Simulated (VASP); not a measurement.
# ZnSn2N2 (P-4m2) in VASP: further runs

The runs below take ZnSn2N2 through single point, with PBEsol.

Program: VASP 6.6.1. These are calculated values, not measurements. Logs are shortened: lines on timing, memory, paths and dates and some standing lists are left out, and cuts for length are marked.

**1. The cell of the first run**

Symmetry: P-4m2, No. 115, tetragonal system. The conventional cell has a = 3.275 Å, b = 3.275 Å, c = 7.751 Å, α = 90.00°, β = 90.00°, γ = 90.00°. Sn (site symmetry 2mm) has 2 N at 2.08 Å within 2.8 Å. Zn (site symmetry -4m2) has 4 N at 2.00 Å within 2.7 Å. Within 2.7 Å of N (site symmetry 2mm) lie 2 Zn at 2.00 Å and 2 Sn at 2.08 Å.

**2. Single point, PBEsol**

INCAR reads:

```
PREC = Accurate
ENCUT = 520
EDIFF = 1E-7
ISMEAR = -1
SIGMA = 0.05
LREAL = F
LASPH = T
NELM = 80
ALGO = Normal
ISIF = 2
LWAVE = F
LCHARG = T
GGA = PS
LELF = T
LVHAR = T
NBANDS = 33
```

KPOINTS reads:

```
regular mesh
0
Gamma
  8 8 4
```

POSCAR reads:

```
ZnSn2N2
1.0
    3.2745318374      0.0000000000      0.0000000000
    0.0000000000      3.2745318374      0.0000000000
    0.0000000000      0.0000000000      7.7508742759
Sn Zn N
2 1 2
Direct
    0.5000000000      0.5000000000      0.3137207727
    0.5000000000      0.5000000000      0.6862792273
    0.0000000000      0.0000000000      0.0000000000
    0.0000000000      0.5000000000      0.8514207543
    0.5000000000      0.0000000000      0.1485792457
```

Potentials or basis: VASP PAW PBE potentials, release 64 (Sn_d, Zn, N).

Run with:

```bash
$ cat potpaw_PBE.64/Sn_d/POTCAR potpaw_PBE.64/Zn/POTCAR potpaw_PBE.64/N/POTCAR > POTCAR
$ mpirun -np 1 vasp_std > vasp.out
```

OUTCAR:

```text
PREC = Accurate
   ENCUT = 520
   EDIFF = 1E-7
   ISMEAR = -1
   LREAL = F
   LASPH = T
   NELM = 80
   ISIF = 2
   GGA = PS

 ion  position               nearest neighbor table
   1  0.500  0.500  0.314-   5 2.08   5 2.08   2 2.89   3 3.36   3 3.36   3 3.36   3 3.36
   2  0.500  0.500  0.686-   4 2.08   4 2.08   1 2.89   3 3.36   3 3.36   3 3.36   3 3.36
   3  0.000  0.000  0.000-   4 2.00   5 2.00   4 2.00   5 2.00   1 3.36   2 3.36   1 3.36   1 3.36
                             2 3.36   2 3.36   1 3.36   2 3.36
   4  0.000  0.500  0.851-   3 2.00   3 2.00   2 2.08   2 2.08
   5  0.500  0.000  0.149-   3 2.00   3 2.00   1 2.08   1 2.08

  LATTYP: Found a simple tetragonal cell.
 ALAT       =     3.2745318374
 C/A-ratio  =     2.3670175343

  Lattice vectors:

 A1 = (   3.2745318374,   0.0000000000,   0.0000000000)
 A2 = (   0.0000000000,   3.2745318374,   0.0000000000)
 A3 = (   0.0000000000,   0.0000000000,   7.7508742759)

Analysis of symmetry for initial positions (statically):
=====================================================================
 Subroutine PRICEL returns:
 Original cell was already a primitive cell.

 Routine SETGRP: Setting up the symmetry group for a
 simple tetragonal supercell.

 Subroutine GETGRP returns: Found  8 space group operations
 (whereof  8 operations were pure point group operations)
 out of a pool of 16 trial point group operations.

The static configuration has the point symmetry D_2d.

Analysis of symmetry for dynamics (positions and initial velocities):
=====================================================================
 Subroutine PRICEL returns:
 Original cell was already a primitive cell.

 Routine SETGRP: Setting up the symmetry group for a
 simple tetragonal supercell.

 Subroutine GETGRP returns: Found  8 space group operations
 (whereof  8 operations were pure point group operations)
 out of a pool of 16 trial point group operations.

The dynamic configuration has the point symmetry D_2d.

 Subroutine INISYM returns: Found  8 space group operations
 (whereof  8 operations are pure point group operations),
 and found     1 'primitive' translations

----------------------------------------------------------------------------------------

                                     Primitive cell

  volume of cell :      83.1092

  direct lattice vectors                    reciprocal lattice vectors
     3.274531837  0.000000000  0.000000000     0.305387167  0.000000000  0.000000000
     0.000000000  3.274531837  0.000000000     0.000000000  0.305387167  0.000000000
     0.000000000  0.000000000  7.750874276     0.000000000  0.000000000  0.129017704

  length of vectors
     3.274531837  3.274531837  7.750874276     0.305387167  0.305387167  0.129017704

  position of ions in fractional coordinates (direct lattice)
     0.500000000  0.500000000  0.313720773
     0.500000000  0.500000000  0.686279227
     0.000000000  0.000000000  0.000000000
     0.000000000  0.500000000  0.851420754
     0.500000000  0.000000000  0.148579246

  ion indices of the primitive-cell ions
   primitive index   ion index
                 1           1
                 2           2
                 3           3
                 4           4
                 5           5

----------------------------------------------------------------------------------------

 KPOINTS: regular mesh

Automatic generation of k-mesh.
 Grid dimensions read from file:
 generate k-points for:    8    8    4

 Generating k-lattice:

  Cartesian coordinates                     Fractional coordinates (reciprocal lattice)
     0.038173396  0.000000000  0.000000000     0.125000000  0.000000000  0.000000000
     0.000000000  0.038173396  0.000000000     0.000000000  0.125000000  0.000000000
     0.000000000  0.000000000  0.032254426     0.000000000  0.000000000  0.250000000

  Length of vectors
     0.038173396  0.038173396  0.032254426

  Shift w.r.t. Gamma in fractional coordinates (k-lattice)
     0.000000000  0.000000000  0.000000000

 Subroutine IBZKPT returns following result:
 ===========================================

 Found     45 irreducible k-points:

 Following reciprocal coordinates:
            Coordinates               Weight
  0.000000  0.000000  0.000000      1.000000
  0.125000  0.000000  0.000000      4.000000
  0.250000  0.000000  0.000000      4.000000
  0.375000  0.000000  0.000000      4.000000
  0.500000  0.000000  0.000000      2.000000
  0.125000  0.125000  0.000000      4.000000
[... 16 lines left out ...]
  0.375000  0.125000  0.250000     16.000000
  0.500000  0.125000  0.250000      8.000000
 [... further k-points ...]
   k-points           NKPTS =     45   k-points in BZ     NKDIM =     45   number of bands    NBANDS=     33
   number of dos      NEDOS =    301   number of ions     NIONS =      5
   total plane-waves  NPLWV =  34560
   dimension x,y,z NGX =    24 NGY =   24 NGZ =   60
   dimension x,y,z NGXF=    48 NGYF=   48 NGZF=  120
   ions per type =               2   1   2
   NGX,Y,Z   is equivalent  to a cutoff of  12.18, 12.18, 12.87 a.u.
   NGXF,Y,Z  is equivalent  to a cutoff of  24.37, 24.37, 25.74 a.u.
 SYSTEM =  unknown system
   PREC   = accura    normal or accurate (medium, high low for compatibility)
   ISTART =      0    job   : 0-new  1-cont  2-samecut
   ICHARG =      2    charge: 1-file 2-atom 10-const
   ISPIN  =      1    spin polarized calculation?
   LNONCOLLINEAR =      F non collinear calculations
   LSORBIT =      F    spin-orbit coupling
   LASPH  =      T    aspherical Exc in radial PAW
   ENCUT  =  520.0 eV  38.22 Ry    6.18 a.u.   6.09  6.09 14.41*2*pi/ulx,y,z
   NELM   =     80;   NELMIN=  2; NELMDL= -5     # of ELM steps
   EDIFF  = 0.1E-06   stopping-criterion for ELM
   LREAL  =      F    real-space projection
   EDIFFG = 0.1E-05   stopping-criterion for IOM
   NSW    =      0    number of steps for IOM
   IBRION =     -1    ionic relax: 0-MD 1-quasi-New 2-CG
   NFREE  =      0    steps in history (QN), initial steepest desc. (CG)
   ISIF   =      2    stress and relaxation
   ISYM   =      2    0-nonsym 1-usesym 2-fastsym
   POTIM  = 0.5000    time-step for ionic-motion
   TEBEG  =    0.0;   TEEND  =   0.0 temperature during run
   PSTRESS=    0.0 pullay stress
   NELECT =      50.0000    total number of electrons
   NUPDOWN=      -1.0000    fix difference up-down
   EMIN   =  10.00;   EMAX   =-10.00  energy-range for DOS
   EFERMI =   0.00;   METHOD = LEGACY
   ISMEAR =    -1;   SIGMA  =   0.05  broadening in eV -4-tet -1-fermi 0-gaus
   EFERMI_NEDOS =   21; number of points for ismear=-14 and -15
   IALGO  =     38    algorithm
   IMIX   =      4    mixing-type and parameters
     AMIX     =   0.40;   BMIX     =  1.00
     AMIX_MAG =   1.60;   BMIX_MAG =  1.00
  volume/ion in A,a.u.               =      16.62       112.17
  Fermi-wavevector in a.u.,A,eV,Ry     =   1.382023  2.611644 25.986941  1.909986
  Thomas-Fermi vector in A             =   2.506753
   LORBIT       =      0    0 simple, 1 ext, 2 COOP (PROOUT), +10 PAW based schemes
   GGA     = PS    functional components
   LHFCALC =     F    Hartree Fock is set to
   AEXX    =    0.0000 exact exchange contribution
   IVDW    =     0    specifies the selected vdW correction
   LEPSILON=     F    determine dielectric tensor
   LRPA    =     F    only Hartree local field effects (RPA)
 non-spin polarized calculation
  energy-cutoff  :      520.00
  volume of cell :       83.11
 maximum number of plane-waves:      2280
   NGX = 13   NGY = 13   NGZ = 29

 number of electron      49.9999979 magnetization

 Free energy of the ion-electron system (eV)
  ---------------------------------------------------
  ext. energy  EPLUGINS =         0.00000000
  ---------------------------------------------------
  free energy    TOTEN  =       -26.37277534 eV

  energy without entropy =      -26.36044595  energy(sigma->0) =      -26.36661065

 E-fermi :   6.2369     XC(G=0): -10.8674

 val. band max:        6.2179977901   @ k =   0.3750   0.3750   0.5000
 cond. band min:       6.2415178760   @ k =   0.1250   0.1250   0.2500
 fundamental gap:      0.0235200859
 Fermi energy:         6.2369047706

 k-point     1 :       0.0000    0.0000    0.0000
  band No.  band energies     occupation
      1     -15.2994      2.00000
      2     -15.2888      2.00000
      3     -15.2025      2.00000
      4     -15.0775      2.00000
      5     -15.0775      2.00000
      6     -14.9586      2.00000
[... 25 lines left out ...]
     32      14.2912      0.00000
     33      14.3245      0.00000

 k-point     2 :       0.1250    0.0000    0.0000
  band No.  band energies     occupation
      1     -15.2796      2.00000
      2     -15.2707      2.00000
      3     -15.1942      2.00000
      4     -15.0966      2.00000
      5     -15.0764      2.00000
      6     -14.9707      2.00000
[... 25 lines left out ...]
     32      14.3830      0.00000
     33      14.7015      0.00000

 k-point     3 :       0.2500    0.0000    0.0000
  band No.  band energies     occupation
      1     -15.2562      2.00000
      2     -15.2366      2.00000
      3     -15.1863      2.00000
      4     -15.1025      2.00000
      5     -15.0738      2.00000
      6     -14.9976      2.00000
[... 25 lines left out ...]
     32      14.6574      0.00000
     33      15.1612      0.00000

 k-point     4 :       0.3750    0.0000    0.0000
  band No.  band energies     occupation
      1     -15.2808      2.00000
      2     -15.2210      2.00000
      3     -15.1745      2.00000
      4     -15.0711      2.00000
      5     -15.0550      2.00000
      6     -15.0228      2.00000
[... 25 lines left out ...]
     32      14.8966      0.00000
     33      15.1319      0.00000

 k-point     5 :       0.5000    0.0000    0.0000
  band No.  band energies     occupation
      1     -15.3007      2.00000
      2     -15.2179      2.00000
      3     -15.1630      2.00000
      4     -15.0700      2.00000
      5     -15.0369      2.00000
      6     -15.0281      2.00000
[... 604 lines left out ...]
 k-point    22 :       0.2500    0.1250    0.2500
  band No.  band energies     occupation
      1     -15.2420      2.00000
      2     -15.2169      2.00000
      3     -15.1798      2.00000
      4     -15.0945      2.00000
      5     -15.0836      2.00000
      6     -14.9963      2.00000
[... 25 lines left out ...]
     32      13.8852      0.00000
     33      15.0346      0.00000

 k-point    23 :       0.3750    0.1250    0.2500
  band No.  band energies     occupation
      1     -15.2761      2.00000
      2     -15.1997      2.00000
      3     -15.1656      2.00000
      4     -15.0747      2.00000
      5     -15.0443      2.00000
      6     -15.0196      2.00000
[... 25 lines left out ...]
     32      13.7419      0.00000
     33      14.7741      0.00000

 k-point    24 :       0.5000    0.1250    0.2500
  band No.  band energies     occupation
      1     -15.2972      2.00000
      2     -15.1966      2.00000
      3     -15.1560      2.00000
      4     -15.0693      2.00000
      5     -15.0362      2.00000
      6     -15.0144      2.00000
[... 25 lines left out ...]
     32      13.9526      0.00000
     33      14.4870      0.00000

 [... further k-points ...]

------------------------ aborting loop because EDIFF is reached ----------------------------------------

  FORCE on cell =-STRESS in cart. coord.  units (eV):
  Direction    XX          YY          ZZ          XY          YZ          ZX
  --------------------------------------------------------------------------------------
  -------------------------------------------------------------------------------------
  Total        1.1321033      1.1321033      1.1333416      0.0000000      0.0000000     -0.0000000
  in kB       21.8246606     21.8246606     21.8485331      0.0000000      0.0000000     -0.0000000
  external PRESSURE =      21.8326181 kB  Pullay stress =       0.0000000 kB

 VOLUME and BASIS-vectors are now :
 -----------------------------------------------------------------------------
  energy-cutoff  :      520.00
  volume of cell :       83.11
      direct lattice vectors                 reciprocal lattice vectors
     3.274531837  0.000000000  0.000000000     0.305387167  0.000000000  0.000000000
     0.000000000  3.274531837  0.000000000     0.000000000  0.305387167  0.000000000
     0.000000000  0.000000000  7.750874276     0.000000000  0.000000000  0.129017704

 POSITION                                       TOTAL-FORCE (eV/Angst)
 -----------------------------------------------------------------------------------
      1.63727      1.63727      2.43161        -0.000000     -0.000000      0.008696
      1.63727      1.63727      5.31926         0.000000     -0.000000     -0.008696
      0.00000      0.00000      0.00000        -0.000000      0.000000      0.000000
      0.00000      1.63727      6.59926        -0.000000     -0.000000     -0.034368
      1.63727      0.00000      1.15162        -0.000000      0.000000      0.034368
 -----------------------------------------------------------------------------------
    total drift:                                0.000000      0.000000     -0.000000

  FREE ENERGIE OF THE ION-ELECTRON SYSTEM (eV)
  ---------------------------------------------------
  free  energy   TOTEN  =       -26.3727753449 eV

  energy  without entropy=      -26.3604459544  energy(sigma->0) =      -26.36661065
```

Wall time 2.5 min (1 thread of Oxide Virtual Turin-like, shared host); peak memory 0.22 GiB.

Results:

| Property | Result |
| --- | --- |
| Free energy | -26.3728 eV |
| Pressure | 2.2 GPa |
| Largest force | 0.034 eV/Å |
| Band gap on the k mesh | zero (band 25 reaches 6.67 eV, above the bottom of band 26 at 4.76 eV) |

Forces on the atoms (eV/Å):
```
Sn   0.000  0.000  0.009
Sn   0.000  0.000 -0.009
Zn   0.000  0.000  0.000
N    0.000  0.000 -0.034
N    0.000  0.000  0.034
```

Caveat: the PAW data sets were made with another functional, which shifts forces and pressure a little; spin-orbit coupling is left out, which moves the levels of the heavy elements.

(Continued in part 2 of 2.)
